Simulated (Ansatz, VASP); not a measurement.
# CsGa in VASP and in Ansatz

```
Cs Ga
1.0
     0.00000    4.20104    4.20104
     4.20104    0.00000    4.20104
     4.20104    4.20104    0.00000
Cs Ga
2 2
Direct
  0.50000 0.50000 0.50000
  0.75000 0.75000 0.75000
  0.00000 0.00000 0.00000
  0.25000 0.25000 0.25000
```

Alike in both runs: task relaxation of cell and atoms; functional PBE; k mesh 10 × 10 × 10; occupations gaussian, width 0.1 eV; no spin polarisation.

```csv
,VASP,Ansatz
version,VASP 6.6.1,Ansatz 0.2.0
potentials or method,"VASP PAW PBE potentials, release 64 (Cs_sv, Ga_d), cutoff 600 eV","scalar-relativistic, plane waves, PAW"
valence electrons in the cell,44,44
```

Ansatz gave:

- gap on the k mesh at the Fermi level, each at its own relaxed structure (eV): none
- relaxed volume (Å³/atom): 37.07
- relaxed length of the cell vector where the two differ most in proportion (Å): 5.941

Task: What did VASP give for the same quantities?

Result: gap on the k mesh at the Fermi level, each at its own relaxed structure (eV): none; relaxed volume (Å³/atom): 37.26; relaxed length of the cell vector where the two differ most in proportion (Å): 5.951.

A gap of «none» marks a metal or a gap that the smearing closes.

Spin-orbit coupling is off throughout.
